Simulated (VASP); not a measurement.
Here is a VASP 6.6.1 calculation.

File POSCAR:

```
Ba
1.0
    0.0000000000      3.2326650028      3.2326650028
    3.2326650028      0.0000000000      3.2326650028
    3.2326650028      3.2326650028      0.0000000000
Ba
1
Direct
    0.0000000000      0.0000000000      0.0000000000
```

Contents of INCAR.step1:

```
ALGO = Normal ; EDIFF = 1E-6
ENCUT = 450 ; GGA = CA
GGA_COMPAT = False ; ISMEAR = 1
LASPH = True ; LCHARG = True
LREAL = False ; LWAVE = False
NBANDS = 19 ; NELM = 120
PREC = Accurate ; SIGMA = 0.1
```

Contents of KPOINTS.step1:

```
k-points
0
Gamma
  8 8 8
```

Contents of INCAR.step2:

```
ALGO = Normal ; EDIFF = 1E-6
EMAX = 9.2465 ; EMIN = -15.7535
ENCUT = 450 ; GGA = CA
GGA_COMPAT = False ; ICHARG = 11
ISMEAR = -5 ; LASPH = True
LCHARG = False ; LORBIT = 11
LREAL = False ; LWAVE = False
NBANDS = 19 ; NEDOS = 4001
NELM = 120 ; PREC = Accurate
```

KPOINTS.step2

```
Automatic mesh
0
Gamma
  22 22 22
  0 0 0
```

Potentials or basis: VASP PAW LDA potentials, release 64 (Ba_sv).

Run with:

```bash
$ cat potpaw_LDA.64/Ba_sv/POTCAR > POTCAR
$ cp INCAR.step1 INCAR
$ cp KPOINTS.step1 KPOINTS
$ mpirun -np 1 vasp_std > vasp.out
$ cp INCAR.step2 INCAR
$ cp KPOINTS.step2 KPOINTS
$ mpirun -np 1 vasp_std > vasp.out
```

Question: What does it give for the density of states at the Fermi level?

Answer: 1.81 states/eV/atom.

Caveat: spin-orbit coupling is left out, which moves the levels of the heavy elements.
